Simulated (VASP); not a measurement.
A run of VASP 6.6.1:

File INCAR:

```
ALGO = Normal
DIPOL = 0.5 0.5 0.500
EDIFF = 1E-6
ENCUT = 520
GGA = PE
IDIPOL = 3
ISIF = 2
ISMEAR = 0
IVDW = 12
LASPH = T
LCHARG = T
LDIPOL = T
LELF = T
LREAL = F
LVACPOTAV = T
LVHAR = T
LWAVE = F
NBANDS = 20
NELM = 80
PREC = Accurate
SIGMA = 0.02
```

Contents of KPOINTS:

```
k-points
0
Gamma
  12 12 1
```

Contents of POSCAR:

```
WS2
1.0
    3.2860000000      0.0000000000      0.0000000000
   -1.6430000000      2.8457594768      0.0000000000
    0.0000000000      0.0000000000     32.2910878415
S W
2 1
Direct
    0.3333333333      0.6666666667      0.4473909859
    0.3333333333      0.6666666667      0.5526212592
    0.6666666667      0.3333333333      0.5000061200
```

Potentials or basis: VASP PAW PBE potentials, release 64 (S, W_sv).

Launch:

```bash
$ cat potpaw_PBE.64/S/POTCAR potpaw_PBE.64/W_sv/POTCAR > POTCAR
$ mpirun -np 1 vasp_std > vasp.out
```

Hardware: 1 thread of Intel(R) Xeon(R) 6975P-C (Granite Rapids) (shared host).

Question: Estimate the wall time of this run.

Answer: Wall time 94 s on 1 thread of Intel(R) Xeon(R) 6975P-C (Granite Rapids), on a shared host, peak memory 0.4 GiB. Counts: scf iterations 23, k points 19.
